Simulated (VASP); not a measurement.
# Cu (I4/mmm) in VASP: notebook

The runs below take Cu through single point, with PBEsol.

All numbers are computed with VASP 6.6.1; they aren't measurements. Logs are shortened: lines on timing, memory, paths and dates and some standing lists are left out, and cuts for length are marked.

**1. The cell of the first run**

It takes space group I4/mmm (No. 139, tetragonal). The conventional cell has a = 2.532 Å, b = 2.532 Å, c = 3.492 Å, α = 90.00°, β = 90.00°, γ = 90.00°. Cu (site symmetry 4/mmm) has 12 Cu at 2.50 to 2.53 Å within 3.3 Å.

**2. Single point, PBEsol (uniaxial strain along c: -2.0 %)**

File INCAR:

```
PREC     = Accurate       # precision mode
ENCUT    = 520            # plane-wave cutoff, eV
EDIFF    = 1E-6           # SCF threshold, eV
ISMEAR   = 0              # smearing method
SIGMA    = 0.1            # smearing width, eV
LREAL    = F              # projectors in reciprocal space
LASPH    = T              # aspherical terms in the spheres
NELM     = 100            # most SCF steps
ALGO     = Fast           # electronic algorithm
ISIF     = 2              # what is computed and relaxed
LWAVE    = F              # write WAVECAR
LCHARG   = F              # write CHGCAR
GGA      = PS             # functional
NBANDS   = 18             # bands
```

File KPOINTS:

```
Automatic mesh
0
Gamma
  20 20 14
```

File POSCAR:

```
Cu
1.0
    1.7906147204      1.7906147204      0.0000000000
   -1.7906147204      1.7906147204      0.0000000000
    0.0000000000      0.0000000000      3.4921441313
Cu
2
Direct
    0.0000000000      0.0000000000      0.0000000000
    0.5000000000      0.5000000000      0.5000000000
```

Potentials or basis: VASP PAW PBE potentials, release 64 (Cu).

Launch:

```
cat potpaw_PBE.64/Cu/POTCAR > POTCAR
mpirun -np 1 vasp_std > vasp.out
```

OUTCAR:

```text
PREC = Accurate
   ENCUT = 520
   EDIFF = 1E-6
   ISMEAR = 0
   LREAL = F
   LASPH = T
   NELM = 100
   ISIF = 2
   GGA = PS

 ion  position               nearest neighbor table
   1  0.000  0.000  0.000-   2 2.50   2 2.50   2 2.50   2 2.50   2 2.50   2 2.50   2 2.50   2 2.50

   2  0.500  0.500  0.500-   1 2.50   1 2.50   1 2.50   1 2.50   1 2.50   1 2.50   1 2.50   1 2.50

  LATTYP: Found a simple tetragonal cell.
 ALAT       =     2.5323116226
 C/A-ratio  =     1.3790341205

  Lattice vectors:

 A1 = (   1.7906147204,   1.7906147204,   0.0000000000)
 A2 = (  -1.7906147204,   1.7906147204,   0.0000000000)
 A3 = (   0.0000000000,   0.0000000000,   3.4921441313)

Analysis of symmetry for initial positions (statically):
=====================================================================
 Subroutine PRICEL returns following result:

  LATTYP: Found a body centered tetragonal cell.
 ALAT       =     2.5323116226
 C/A-ratio  =     1.3790341205

  Lattice vectors:

 A1 = (   0.0000000000,  -1.7906147204,  -1.7460720657)
 A2 = (   0.0000000000,   1.7906147204,  -1.7460720656)
 A3 = (   1.7906147204,   0.0000000000,   1.7460720657)

   2 primitive cells build up your supercell.

 Routine SETGRP: Setting up the symmetry group for a
 simple tetragonal supercell.

 Subroutine GETGRP returns: Found 16 space group operations
 (whereof 16 operations were pure point group operations)
 out of a pool of 16 trial point group operations.

The static configuration has the point symmetry D_4h.

Analysis of symmetry for dynamics (positions and initial velocities):
=====================================================================
 Subroutine PRICEL returns following result:

  LATTYP: Found a body centered tetragonal cell.
 ALAT       =     2.5323116226
 C/A-ratio  =     1.3790341205

  Lattice vectors:

 A1 = (   0.0000000000,  -1.7906147204,  -1.7460720657)
 A2 = (   0.0000000000,   1.7906147204,  -1.7460720656)
 A3 = (   1.7906147204,   0.0000000000,   1.7460720657)

   2 primitive cells build up your supercell.

 Routine SETGRP: Setting up the symmetry group for a
 simple tetragonal supercell.

 Subroutine GETGRP returns: Found 16 space group operations
 (whereof 16 operations were pure point group operations)
 out of a pool of 16 trial point group operations.

The dynamic configuration has the point symmetry D_4h.

 Subroutine INISYM returns: Found 16 space group operations
 (whereof 16 operations are pure point group operations),
 and found     2 'primitive' translations

----------------------------------------------------------------------------------------

                                     Primitive cell

  volume of cell :      11.1969

  direct lattice vectors                    reciprocal lattice vectors
     0.000000000 -1.790614720 -1.746072066     0.279233715 -0.279233715 -0.286357024
     0.000000000  1.790614720 -1.746072066     0.279233715  0.279233715 -0.286357024
     1.790614720  0.000000000  1.746072066     0.558467429  0.000000000  0.000000000

  length of vectors
     2.501013542  2.501013542  2.501013542     0.487794301  0.487794301  0.558467429

  position of ions in fractional coordinates (direct lattice)
     0.000000000  0.000000000  0.000000000

  ion indices of the primitive-cell ions
   primitive index   ion index
                 1           1

----------------------------------------------------------------------------------------

 KPOINTS: Automatic mesh

Automatic generation of k-mesh.
 Grid dimensions read from file:
 generate k-points for:   20   20   14

 Generating k-lattice:

  Cartesian coordinates                     Fractional coordinates (reciprocal lattice)
     0.013961686  0.013961686  0.000000000     0.050000000  0.000000000  0.000000000
    -0.013961686  0.013961686  0.000000000     0.000000000  0.050000000  0.000000000
     0.000000000  0.000000000  0.020454073     0.000000000  0.000000000  0.071428571

  Length of vectors
     0.019744805  0.019744805  0.020454073

  Shift w.r.t. Gamma in fractional coordinates (k-lattice)
     0.000000000  0.000000000  0.000000000

 Subroutine IBZKPT returns following result:
 ===========================================

 Found    528 irreducible k-points:

 Following reciprocal coordinates:
            Coordinates               Weight
  0.000000  0.000000  0.000000      1.000000
  0.050000  0.000000  0.000000      4.000000
  0.100000  0.000000  0.000000      4.000000
  0.150000  0.000000  0.000000      4.000000
  0.200000  0.000000  0.000000      4.000000
  0.250000  0.000000  0.000000      4.000000
[... 16 lines left out ...]
  0.150000  0.100000  0.000000      8.000000
  0.200000  0.100000  0.000000      8.000000
 [... further k-points ...]
   k-points           NKPTS =    528   k-points in BZ     NKDIM =    528   number of bands    NBANDS=     18
   number of dos      NEDOS =    301   number of ions     NIONS =      2
   total plane-waves  NPLWV =  11200
   dimension x,y,z NGX =    20 NGY =   20 NGZ =   28
   dimension x,y,z NGXF=    40 NGYF=   40 NGZF=   56
   ions per type =               2
   NGX,Y,Z   is equivalent  to a cutoff of  13.13, 13.13, 13.33 a.u.
   NGXF,Y,Z  is equivalent  to a cutoff of  26.26, 26.26, 26.66 a.u.
 SYSTEM =  unknown system
   PREC   = accura    normal or accurate (medium, high low for compatibility)
   ISTART =      0    job   : 0-new  1-cont  2-samecut
   ICHARG =      2    charge: 1-file 2-atom 10-const
   ISPIN  =      1    spin polarized calculation?
   LNONCOLLINEAR =      F non collinear calculations
   LSORBIT =      F    spin-orbit coupling
   LASPH  =      T    aspherical Exc in radial PAW
   ENCUT  =  520.0 eV  38.22 Ry    6.18 a.u.   4.71  4.71  6.49*2*pi/ulx,y,z
   NELM   =    100;   NELMIN=  2; NELMDL= -5     # of ELM steps
   EDIFF  = 0.1E-05   stopping-criterion for ELM
   LREAL  =      F    real-space projection
   EDIFFG = 0.1E-04   stopping-criterion for IOM
   NSW    =      0    number of steps for IOM
   IBRION =     -1    ionic relax: 0-MD 1-quasi-New 2-CG
   NFREE  =      0    steps in history (QN), initial steepest desc. (CG)
   ISIF   =      2    stress and relaxation
   ISYM   =      2    0-nonsym 1-usesym 2-fastsym
   POTIM  = 0.5000    time-step for ionic-motion
   TEBEG  =    0.0;   TEEND  =   0.0 temperature during run
   PSTRESS=    0.0 pullay stress
   NELECT =      22.0000    total number of electrons
   NUPDOWN=      -1.0000    fix difference up-down
   EMIN   =  10.00;   EMAX   =-10.00  energy-range for DOS
   EFERMI =   0.00;   METHOD = LEGACY
   ISMEAR =     0;   SIGMA  =   0.10  broadening in eV -4-tet -1-fermi 0-gaus
   EFERMI_NEDOS =   21; number of points for ismear=-14 and -15
   IALGO  =     68    algorithm
   IMIX   =      4    mixing-type and parameters
     AMIX     =   0.40;   BMIX     =  1.00
     AMIX_MAG =   1.60;   BMIX_MAG =  1.00
  volume/ion in A,a.u.               =      11.20        75.56
  Fermi-wavevector in a.u.,A,eV,Ry     =   1.627447  3.075429 36.036178  2.648584
  Thomas-Fermi vector in A             =   2.720241
   LORBIT       =      0    0 simple, 1 ext, 2 COOP (PROOUT), +10 PAW based schemes
   GGA     = PS    functional components
   LHFCALC =     F    Hartree Fock is set to
   AEXX    =    0.0000 exact exchange contribution
   IVDW    =     0    specifies the selected vdW correction
   LEPSILON=     F    determine dielectric tensor
   LRPA    =     F    only Hartree local field effects (RPA)
 non-spin polarized calculation
 RMM-DIIS sequential band-by-band and
 Gauss-broadening in eV      SIGMA  =   0.10
  energy-cutoff  :      520.00
  volume of cell :       22.39
 maximum number of plane-waves:       625
 NGX is ok and might be reduce to    20
   NGX =  9   NGY =  9   NGZ = 13

 number of electron      22.0000002 magnetization

 Free energy of the ion-electron system (eV)
  ---------------------------------------------------
  ext. energy  EPLUGINS =         0.00000000
  ---------------------------------------------------
  free energy    TOTEN  =        -8.61474645 eV

  energy without entropy =       -8.61150300  energy(sigma->0) =       -8.61312472

 E-fermi :   8.0888     XC(G=0): -13.2224

 val. band max:        8.0871792309   @ k =   0.4000   0.2000   0.4286
 cond. band min:       8.1024860500   @ k =   0.3500   0.2500   0.4286
 fundamental gap:      0.0153068191
 Fermi energy:         8.0888482441

 k-point     1 :       0.0000    0.0000    0.0000
  band No.  band energies     occupation
      1      -1.7261      2.00000
      2       2.8871      2.00000
      3       3.3510      2.00000
      4       4.8389      2.00000
      5       4.8389      2.00000
      6       4.9693      2.00000
[... 10 lines left out ...]
     17      28.8386      0.00000
     18      31.0994      0.00000

 k-point     2 :       0.0500    0.0000    0.0000
  band No.  band energies     occupation
      1      -1.6639      2.00000
      2       2.9164      2.00000
      3       3.3689      2.00000
      4       4.8247      2.00000
      5       4.8507      2.00000
      6       4.9835      2.00000
[... 10 lines left out ...]
     17      29.2594      0.00000
     18      30.8642      0.00000

 k-point     3 :       0.1000    0.0000    0.0000
  band No.  band energies     occupation
      1      -1.4785      2.00000
      2       3.0015      2.00000
      3       3.4214      2.00000
      4       4.7835      2.00000
      5       4.8855      2.00000
      6       5.0227      2.00000
[... 10 lines left out ...]
     17      29.9895      0.00000
     18      30.5858      0.00000

 k-point     4 :       0.1500    0.0000    0.0000
  band No.  band energies     occupation
      1      -1.1730      2.00000
      2       3.1350      2.00000
      3       3.5036      2.00000
      4       4.7200      2.00000
      5       4.9423      2.00000
      6       5.0752      2.00000
[... 375 lines left out ...]
      4       4.6902      2.00000
      5       4.9708      2.00000
      6       5.0842      2.00000
[... 10 lines left out ...]
     17      29.9307      0.00000
     18      31.0859      0.00000

 k-point    23 :       0.1500    0.1000    0.0000
  band No.  band energies     occupation
      1      -0.9314      2.00000
      2       3.2292      2.00000
      3       3.5851      2.00000
      4       4.6121      2.00000
      5       5.0432      2.00000
      6       5.1459      2.00000
[... 10 lines left out ...]
     17      29.5136      0.00000
     18      29.6367      0.00000

 k-point    24 :       0.2000    0.1000    0.0000
  band No.  band energies     occupation
      1      -0.5177      2.00000
      2       3.3829      2.00000
      3       3.6947      2.00000
      4       4.5246      2.00000
      5       5.1304      2.00000
      6       5.1903      2.00000
[... 10 lines left out ...]
     17      27.9841      0.00000
     18      30.0087      0.00000

 [... further k-points ...]
[... 5 lines left out ...]
  --------------------------------------------------------------------------------------
  -------------------------------------------------------------------------------------
  Total        0.3708818      0.3708818      0.5478748      0.0000000     -0.0000000      0.0000000
  in kB       26.5350348     26.5350348     39.1981377      0.0000000     -0.0000000      0.0000000
  external PRESSURE =      30.7560691 kB  Pullay stress =       0.0000000 kB

 VOLUME and BASIS-vectors are now :
 -----------------------------------------------------------------------------
  energy-cutoff  :      520.00
  volume of cell :       22.39
      direct lattice vectors                 reciprocal lattice vectors
     1.790614720  1.790614720  0.000000000     0.279233715  0.279233715  0.000000000
    -1.790614720  1.790614720  0.000000000    -0.279233715  0.279233715  0.000000000
     0.000000000  0.000000000  3.492144131     0.000000000  0.000000000  0.286357024

 POSITION                                       TOTAL-FORCE (eV/Angst)
 -----------------------------------------------------------------------------------
      0.00000      0.00000      0.00000        -0.000000      0.000000      0.000000
      0.00000      1.79061      1.74607         0.000000     -0.000000     -0.000000
 -----------------------------------------------------------------------------------
    total drift:                               -0.000000      0.000000      0.000000

  FREE ENERGIE OF THE ION-ELECTRON SYSTEM (eV)
  ---------------------------------------------------
  free  energy   TOTEN  =        -8.6147464471 eV

  energy  without entropy=       -8.6115029999  energy(sigma->0) =       -8.61312472
```

Wall time 83 s (1 thread of Intel Xeon 6975P-C (Granite Rapids), shared host); peak memory 0.27 GiB.

Results:

| Property | Result |
| --- | --- |
| Free energy | -8.6147 eV |
| Pressure | 3.1 GPa |
| Band gap on the k mesh | zero (band 11 reaches 14.44 eV, above the bottom of band 12 at 6.04 eV) |

Caveat: the cell differs from its parent crystal (uniaxial strain along c: -2.0 %); the PAW data sets were made with another functional, which shifts forces and pressure a little.

**3. Single point, PBEsol (uniaxial strain along c: -2.0 %, then relaxed in part)**

File INCAR:

```
PREC = Accurate
ENCUT = 520
EDIFF = 1E-6
ISMEAR = 0
SIGMA = 0.1
LREAL = F
LASPH = T
NELM = 80
ALGO = Fast
ISIF = 2
LWAVE = F
LCHARG = T
GGA = PS
LELF = T
LVHAR = T
NBANDS = 18
```

KPOINTS is that of step 2.

File POSCAR:

```
Cu
1.0
    1.7975415012      1.7975415012      0.0000000000
   -1.7975415012      1.7975415012      0.0000000000
    0.0000000000      0.0000000000      3.4921441313
Cu
2
Direct
    0.0000000000      0.0000000000      0.0000000000
    0.5000000000      0.5000000000      0.5000000000
```

Potentials or basis: VASP PAW PBE potentials, release 64 (Cu).

Launch:

```
cat potpaw_PBE.64/Cu/POTCAR > POTCAR
mpirun -np 1 vasp_std > vasp.out
```

Run time: 78 s. Hardware: 1 thread of Intel Xeon 6975P-C (Granite Rapids), shared host; peak memory 0.27 GiB.

Results (log left out):

```yaml
Free_energy: -8.6164 eV
Pressure: 1.7 GPa
Band_gap_on_the_k_mesh: zero (band 11 reaches 14.31 eV, above the bottom of band 12 at 5.95 eV)
```

Stress tensor (GPa, compression positive):
```
1.21 0.00 0.00
0.00 1.21 0.00
0.00 0.00 2.66
```

Levels at points of the mesh, in eV from the Fermi level:
```tsv
k point	band 9	band 10	band 11	band 12	band 13	band 14
(0.00, 0.00, 0.00)	-1.70	-1.52	-1.52	1.85	7.94	12.91
(0.50, 0.00, 0.00)	-2.33	-2.33	-0.39	-0.39	10.25	10.25
(0.50, 0.50, 0.00)	-1.49	-1.49	1.20	1.20	7.15	7.15
(0.00, 0.00, 0.50)	-2.51	-2.51	-2.04	-2.04	17.26	17.26
(0.50, 0.00, 0.50)	-1.65	-1.65	-1.18	-1.18	3.97	3.97
(0.50, 0.50, 0.50)	-1.58	-1.58	6.32	6.32	6.32	6.32
```

Caveat: the cell differs from its parent crystal (uniaxial strain along c: -2.0 %, then relaxed in part); the PAW data sets were made with another functional, which shifts forces and pressure a little.
